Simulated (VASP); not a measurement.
RbAl2:

```
CELL_PARAMETERS angstrom
4.07320 0.00000 0.00000
0.00000 4.07320 0.00000
0.00000 0.00000 4.65893
ATOMIC_POSITIONS crystal
Rb 0.50000 0.50000 0.50000
Al 0.00000 0.00000 0.19042
Al 0.00000 0.00000 0.80958
```

* Program: VASP 6.6.1
* Task: relaxation of cell and atoms
* Functional: PBE
* Potentials or basis: VASP PAW PBE potentials, release 64 (Rb_sv, Al)
* Cutoff: 600 eV
* k mesh: 4 × 4 × 4
* Occupations: gaussian, width 0.1 eV
* Spin: no spin polarisation

At the start: pressure 24.6 GPa; volume 25.77 Å³/atom.

Task: How do energy, volume and symmetry change on relaxing?

Result: Over 18 steps the energy falls by 1529.3 meV/atom and the volume is 43.68 Å³/atom (+69.5 %); space group P4/mmm (No. 123, to 0.05 Å).

The path:
```
step  energy change (eV)  largest force (eV/Å)  pressure (GPa)  volume (Å³)
   1              0.0000               15.0318           24.64        77.30
   2             -1.4793                6.9769            9.77       127.52
   3             -1.9902                5.3060            8.69       121.49
   4             -2.2670                4.3446            8.12       117.34
   5             -3.1592                2.6990            6.39        99.26
   6             -3.5840                1.4812            8.00        87.96
   7             -3.5843                1.1074            8.79        86.18
   8             -3.5880                1.3462            8.30        87.25
   9             -4.2865                0.4436            2.28       106.13
  10             -4.4269                0.0982            0.06       119.30
  11             -4.4356                0.0255           -0.43       123.58
  12             -4.5528                0.2632            0.22       124.18
  13             -4.5630                0.3873            0.43       124.29
  14             -4.5630                0.4118            0.48       124.31
  15             -4.5806                0.1577            0.31       126.85
  16             -4.5860                0.1338            0.19       130.26
  17             -4.5865                0.0678            0.21       129.50
  18             -4.5880                0.0226            0.05       131.05
```

Final structure:
```
CELL_PARAMETERS angstrom
5.02436 0.00000 0.00000
0.00000 5.02436 0.00000
0.00000 0.00000 5.19126
ATOMIC_POSITIONS crystal
Rb 0.50000 0.50000 0.50000
Al 0.00000 0.00000 0.24761
Al 0.00000 0.00000 0.75239
```

Caveat: the k points lie up to 0.31 Å⁻¹ apart in the final cell; the volume moved by over 15 % at a fixed basis, so the end points are rough.
